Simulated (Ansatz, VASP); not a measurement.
One calculation of Zn2P, two programs

```
Zn P
1.0
    -1.74005    1.74005    3.92539
     1.74005   -1.74005    3.92539
     1.74005    1.74005   -3.92539
Zn P
2 1
Direct
  0.66177 0.66177 0.00000
  0.33823 0.33823 0.00000
  0.00000 0.00000 0.00000
```

Alike in both runs: functional PBE; k mesh 6 × 6 × 6; occupations gaussian, width 0.1 eV; no spin polarisation.

Ansatz relaxed the structure, and its values are those at the end. VASP's run is a single point on that final structure, the one shown.

|  | VASP | Ansatz |
| --- | --- | --- |
| version | VASP 6.6.1 | Ansatz 0.2.0 |
| potentials or method | VASP PAW PBE potentials, release 64 (Zn, P), cutoff 520 eV | scalar-relativistic, plane waves, PAW |
| valence electrons in the cell | 29 | 29 |

VASP gave:

- gap on the k mesh at the Fermi level (eV): none
- pressure (GPa): 0.0
- rms of the force components (eV/Å): 0.005

Q: Which values does Ansatz return?

A: gap on the k mesh at the Fermi level (eV): none; pressure (GPa): -0.1; rms of the force components (eV/Å): 0.003.

A gap of «none» marks a metal or a gap that the smearing closes.

The k mesh is coarse, so the values compare programs but aren't converged.
